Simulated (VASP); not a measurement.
# GaN (rocksalt type) (Fm-3m) in VASP: further runs

Runs on GaN (rocksalt type). Level: PBE. Tasks: relaxation of cell and atoms, single point.

Everything below comes from runs of VASP 6.6.1. Logs are shortened: lines on timing, memory, paths and dates and some standing lists are left out, and cuts for length are marked.

## Step 1: The cell of the first run

The structure is cubic, space group Fm-3m (No. 225). The conventional cell has a = 3.929 Å, b = 3.929 Å, c = 3.929 Å, α = 90.00°, β = 90.00°, γ = 90.00°. Ga (site symmetry m-3m) has 6 N at 1.96 Å within 2.6 Å. Within 2.6 Å of N (site symmetry m-3m) lie 6 Ga at 1.96 Å.

## Step 2: Relaxation of cell and atoms, PBE, target pressure 91 GPa, at which the enthalpy is minimised

Contents of INCAR:

```
PREC     = Accurate       # precision mode
ENCUT    = 600            # plane-wave cutoff, eV
EDIFF    = 1E-6           # SCF threshold, eV
ISMEAR   = -1             # smearing method
SIGMA    = 0.1            # smearing width, eV
LREAL    = F              # projectors in reciprocal space
LASPH    = T              # aspherical terms in the spheres
NELM     = 100            # most SCF steps
ALGO     = Normal         # electronic algorithm
ISIF     = 3              # what is computed and relaxed
LWAVE    = F              # write WAVECAR
LCHARG   = F              # write CHGCAR
GGA      = PE             # functional
IBRION   = 2              # ionic algorithm
NSW      = 60             # ionic steps
EDIFFG   = -0.005         # ionic threshold
PSTRESS  = 910.0
```

Contents of KPOINTS:

```
Automatic mesh
0
Gamma
  17 17 17
```

Contents of POSCAR:

```
GaN
1.0
    0.0000000000      1.9646642674      1.9646642674
    1.9646642674      0.0000000000      1.9646642674
    1.9646642674      1.9646642674      0.0000000000
Ga N
1 1
Direct
    0.0000000000      0.0000000000      0.0000000000
    0.5000000000      0.5000000000      0.5000000000
```

Potentials or basis: VASP PAW PBE potentials, release 64 (Ga_d, N).

Run with:

```bash
> cat potpaw_PBE.64/Ga_d/POTCAR potpaw_PBE.64/N/POTCAR > POTCAR
> mpirun -np 1 vasp_std > vasp.out
```

OUTCAR:

```text
PREC = Accurate
   ENCUT = 600
   EDIFF = 1E-6
   ISMEAR = -1
   LREAL = F
   LASPH = T
   NELM = 100
   ISIF = 3
   GGA = PE
   IBRION = 2
   NSW = 60
   EDIFFG = -0.005
   PSTRESS = 910.0

 ion  position               nearest neighbor table
   1  0.000  0.000  0.000-   2 1.96   2 1.96   2 1.96   2 1.96   2 1.96   2 1.96
   2  0.500  0.500  0.500-   1 1.96   1 1.96   1 1.96   1 1.96   1 1.96   1 1.96

  LATTYP: Found a face centered cubic cell.
 ALAT       =     3.9293285348

  Lattice vectors:

 A1 = (   0.0000000000,   1.9646642674,   1.9646642674)
 A2 = (   1.9646642674,   0.0000000000,   1.9646642674)
 A3 = (   1.9646642674,   1.9646642674,   0.0000000000)

Analysis of symmetry for initial positions (statically):
=====================================================================
 Subroutine PRICEL returns:
 Original cell was already a primitive cell.

 Routine SETGRP: Setting up the symmetry group for a
 face centered cubic supercell.

 Subroutine GETGRP returns: Found 48 space group operations
 (whereof 48 operations were pure point group operations)
 out of a pool of 48 trial point group operations.

The static configuration has the point symmetry O_h .

Analysis of symmetry for dynamics (positions and initial velocities):
=====================================================================
 Subroutine PRICEL returns:
 Original cell was already a primitive cell.

 Routine SETGRP: Setting up the symmetry group for a
 face centered cubic supercell.

 Subroutine GETGRP returns: Found 48 space group operations
 (whereof 48 operations were pure point group operations)
 out of a pool of 48 trial point group operations.

The dynamic configuration has the point symmetry O_h .

 Subroutine INISYM returns: Found 48 space group operations
 (whereof 48 operations are pure point group operations),
 and found     1 'primitive' translations

----------------------------------------------------------------------------------------

                                     Primitive cell

  volume of cell :      15.1668

  direct lattice vectors                    reciprocal lattice vectors
     0.000000000  1.964664267  1.964664267    -0.254496409  0.254496409  0.254496409
     1.964664267  0.000000000  1.964664267     0.254496409 -0.254496409  0.254496409
     1.964664267  1.964664267  0.000000000     0.254496409  0.254496409 -0.254496409

  length of vectors
     2.778454852  2.778454852  2.778454852     0.440800710  0.440800710  0.440800710

  position of ions in fractional coordinates (direct lattice)
     0.000000000  0.000000000  0.000000000
     0.500000000  0.500000000  0.500000000

  ion indices of the primitive-cell ions
   primitive index   ion index
                 1           1
                 2           2

----------------------------------------------------------------------------------------

 KPOINTS: Automatic mesh

Automatic generation of k-mesh.
 Grid dimensions read from file:
 generate k-points for:   17   17   17

 Generating k-lattice:

  Cartesian coordinates                     Fractional coordinates (reciprocal lattice)
    -0.014970377  0.014970377  0.014970377     0.058823529  0.000000000  0.000000000
     0.014970377 -0.014970377  0.014970377     0.000000000  0.058823529  0.000000000
     0.014970377  0.014970377 -0.014970377     0.000000000  0.000000000  0.058823529

  Length of vectors
     0.025929454  0.025929454  0.025929454

  Shift w.r.t. Gamma in fractional coordinates (k-lattice)
     0.000000000  0.000000000  0.000000000

 Subroutine IBZKPT returns following result:
 ===========================================

 Found    165 irreducible k-points:

 Following reciprocal coordinates:
            Coordinates               Weight
  0.000000  0.000000  0.000000      1.000000
  0.058824  0.000000  0.000000      8.000000
  0.117647  0.000000  0.000000      8.000000
  0.176471  0.000000  0.000000      8.000000
  0.235294  0.000000  0.000000      8.000000
  0.294118  0.000000  0.000000      8.000000
[... 16 lines left out ...]
 -0.176471  0.058824  0.000000     24.000000
 -0.117647  0.058824  0.000000     24.000000
 [... further k-points ...]
   k-points           NKPTS =    165   k-points in BZ     NKDIM =    165   number of bands    NBANDS=     13
   number of dos      NEDOS =    301   number of ions     NIONS =      2
   total plane-waves  NPLWV =  13824
   dimension x,y,z NGX =    24 NGY =   24 NGZ =   24
   dimension x,y,z NGXF=    48 NGYF=   48 NGZF=   48
   ions per type =               1   1
   NGX,Y,Z   is equivalent  to a cutoff of  14.36, 14.36, 14.36 a.u.
   NGXF,Y,Z  is equivalent  to a cutoff of  28.72, 28.72, 28.72 a.u.
 SYSTEM =  unknown system
   PREC   = accura    normal or accurate (medium, high low for compatibility)
   ISTART =      0    job   : 0-new  1-cont  2-samecut
   ICHARG =      2    charge: 1-file 2-atom 10-const
   ISPIN  =      1    spin polarized calculation?
   LNONCOLLINEAR =      F non collinear calculations
   LSORBIT =      F    spin-orbit coupling
   LASPH  =      T    aspherical Exc in radial PAW
   ENCUT  =  600.0 eV  44.10 Ry    6.64 a.u.   5.55  5.55  5.55*2*pi/ulx,y,z
   NELM   =    100;   NELMIN=  2; NELMDL= -5     # of ELM steps
   EDIFF  = 0.1E-05   stopping-criterion for ELM
   LREAL  =      F    real-space projection
   EDIFFG = -.5E-02   stopping-criterion for IOM
   NSW    =     60    number of steps for IOM
   IBRION =      2    ionic relax: 0-MD 1-quasi-New 2-CG
   NFREE  =      1    steps in history (QN), initial steepest desc. (CG)
   ISIF   =      3    stress and relaxation
   ISYM   =      2    0-nonsym 1-usesym 2-fastsym
   POTIM  = 0.5000    time-step for ionic-motion
   TEBEG  =    0.0;   TEEND  =   0.0 temperature during run
   PSTRESS=  910.0 pullay stress
   NELECT =      18.0000    total number of electrons
   NUPDOWN=      -1.0000    fix difference up-down
   EMIN   =  10.00;   EMAX   =-10.00  energy-range for DOS
   EFERMI =   0.00;   METHOD = LEGACY
   ISMEAR =    -1;   SIGMA  =   0.10  broadening in eV -4-tet -1-fermi 0-gaus
   EFERMI_NEDOS =   21; number of points for ismear=-14 and -15
   IALGO  =     38    algorithm
   IMIX   =      4    mixing-type and parameters
     AMIX     =   0.40;   BMIX     =  1.00
     AMIX_MAG =   1.60;   BMIX_MAG =  1.00
  volume/ion in A,a.u.               =       7.58        51.18
  Fermi-wavevector in a.u.,A,eV,Ry     =   1.733274  3.275414 40.875168  3.004240
  Thomas-Fermi vector in A             =   2.807292
   LORBIT       =      0    0 simple, 1 ext, 2 COOP (PROOUT), +10 PAW based schemes
   GGA     = PE    functional components
   LHFCALC =     F    Hartree Fock is set to
   AEXX    =    0.0000 exact exchange contribution
   IVDW    =     0    specifies the selected vdW correction
   LEPSILON=     F    determine dielectric tensor
   LRPA    =     F    only Hartree local field effects (RPA)
 conjugate gradient relaxation of ions
 non-spin polarized calculation
  energy-cutoff  :      600.00
  volume of cell :       15.17
 maximum number of plane-waves:       531
   NGX = 11   NGY = 11   NGZ = 11

--------------------------------------- Ionic step        1  -------------------------------------------

 number of electron      17.9999996 magnetization

 Free energy of the ion-electron system (eV)
  ---------------------------------------------------
  ext. energy  EPLUGINS =         0.00000000
  ---------------------------------------------------
  free energy    TOTEN  =       -10.20582300 eV

  energy without entropy =      -10.20582237  energy(sigma->0) =      -10.20582268

------------------------ aborting loop because EDIFF is reached ----------------------------------------

  FORCE on cell =-STRESS in cart. coord.  units (eV):
  Direction    XX          YY          ZZ          XY          YZ          ZX
  --------------------------------------------------------------------------------------
  -------------------------------------------------------------------------------------
  Total        8.7563259      8.7563259      8.7563259      0.0000000      0.0000000      0.0000000
  in kB      924.9909045    924.9909045    924.9909045      0.0000000      0.0000000      0.0000000
  external PRESSURE =      14.9909045 kB  Pullay stress =     910.0000000 kB
[... 175 lines left out ...]
  enthalpy is  TOTEN    =        -1.5916090772 eV   P V=        8.6391786934

--------------------------------------- Ionic step        6  -------------------------------------------

 number of electron      17.9999996 magnetization

 Free energy of the ion-electron system (eV)
  ---------------------------------------------------
  ext. energy  EPLUGINS =         0.00000000
  ---------------------------------------------------
  free energy    TOTEN  =       -10.23145360 eV

  energy without entropy =      -10.23145290  energy(sigma->0) =      -10.23145325

 E-fermi :  12.1295     XC(G=0): -14.3624

 val. band max:       10.9159279866   @ k =  -0.1765   0.1765   0.0000
 cond. band min:      13.0654207092   @ k =   0.4706   0.4706   0.0000
 fundamental gap:      2.1494927226
 Fermi energy:        12.1294974102

 k-point     1 :       0.0000    0.0000    0.0000
  band No.  band energies     occupation
      1      -8.8294      2.00000
      2      -3.1227      2.00000
      3      -3.1227      2.00000
      4      -3.1227      2.00000
      5      -2.9572      2.00000
      6      -2.9572      2.00000
      7      10.0813      2.00000
      8      10.0813      2.00000
      9      10.0813      2.00000
     10      15.9052      0.00000
     11      26.9713      0.00000
     12      26.9713      0.00000
     13      26.9713      0.00000
[... 353 lines left out ...]
 k-point    24 :      -0.1176    0.0588    0.0000
  band No.  band energies     occupation
      1      -8.3088      2.00000
      2      -3.1675      2.00000
      3      -3.1205      2.00000
      4      -3.1028      2.00000
      5      -3.0424      2.00000
      6      -2.9428      2.00000
      7       8.2472      2.00000
      8       9.7311      2.00000
      9      10.4143      2.00000
     10      17.2988      0.00000
     11      23.2875      0.00000
     12      25.2848      0.00000
     13      26.3547      0.00000

 [... further k-points ...]
[... 5 lines left out ...]
  --------------------------------------------------------------------------------------
  -------------------------------------------------------------------------------------
  Total        8.6400247      8.6400247      8.6400247     -0.0000000     -0.0000000      0.0000000
  in kB      910.0189210    910.0189210    910.0189210     -0.0000000     -0.0000000      0.0000000
  external PRESSURE =       0.0189210 kB  Pullay stress =     910.0000000 kB
[... 17 lines left out ...]
  FREE ENERGIE OF THE ION-ELECTRON SYSTEM (eV)
  ---------------------------------------------------
  free  energy   TOTEN  =       -10.2314536048 eV

  energy  without entropy=      -10.2314528983  energy(sigma->0) =      -10.23145325

  enthalpy is  TOTEN    =        -1.5916085242 eV   P V=        8.6398450806

 reached required accuracy - stopping structural energy minimisation
```

Run time: 66 s. Hardware: 1 thread of Intel Xeon Platinum 8375C at 2.90GHz (Ice Lake), shared host; peak memory 0.18 GiB.

Results:

```yaml
Free_energy: -10.2315 eV
Relaxed_volume: 7.61 Å³/atom
Relaxed_cell: a = 2.781 Å, b = 2.781 Å, c = 2.781 Å, α = 60.00°, β = 60.00°, γ = 60.00°
Space_group_after_relaxing_to_0.05_Å: Fm-3m (No. 225)
Energy_change_on_relaxing_the_enthalpy_is_what_falls: -12.8 meV/atom
Ionic_steps: 6
Pressure_after_relaxing: 91.0 GPa
Band_gap_on_the_k_mesh: 2.15 eV, indirect (least direct gap 5.80 eV)
```

The path:
| step | energy change (eV) | largest force (eV/Å) | pressure (GPa) | volume (Å³) |
| --- | --- | --- | --- | --- |
| 1 | 0.0000 | 0.0000 | 92.50 | 15.17 |
| 2 | -0.0875 | 0.0000 | 86.69 | 15.32 |
| 3 | -0.0243 | 0.0000 | 91.14 | 15.21 |
| 4 | -0.0263 | 0.0000 | 90.71 | 15.21 |
| 5 | -0.0250 | 0.0000 | 91.11 | 15.21 |
| 6 | -0.0256 | 0.0000 | 91.00 | 15.21 |

Final structure:
```
Ga N
1.0
     0.00000    1.96660    1.96660
     1.96660    0.00000    1.96660
     1.96660    1.96660    0.00000
Ga N
1 1
Direct
  0.00000 0.00000 0.00000
  0.50000 0.50000 0.50000
```

Levels at points of the mesh, in eV from the valence-band top:
| k point | band 6 | band 7 | band 8 | band 9 | band 10 | band 11 | band 12 | band 13 |
| --- | --- | --- | --- | --- | --- | --- | --- | --- |
| (0.00, 0.00, 0.00) | -13.87 | -0.83 | -0.83 | -0.83 | 4.99 | 16.06 | 16.06 | 16.06 |

Caveat: the cell is relaxed towards a set pressure, so the enthalpy falls and the energy may rise.

[end of part 1 of 2]
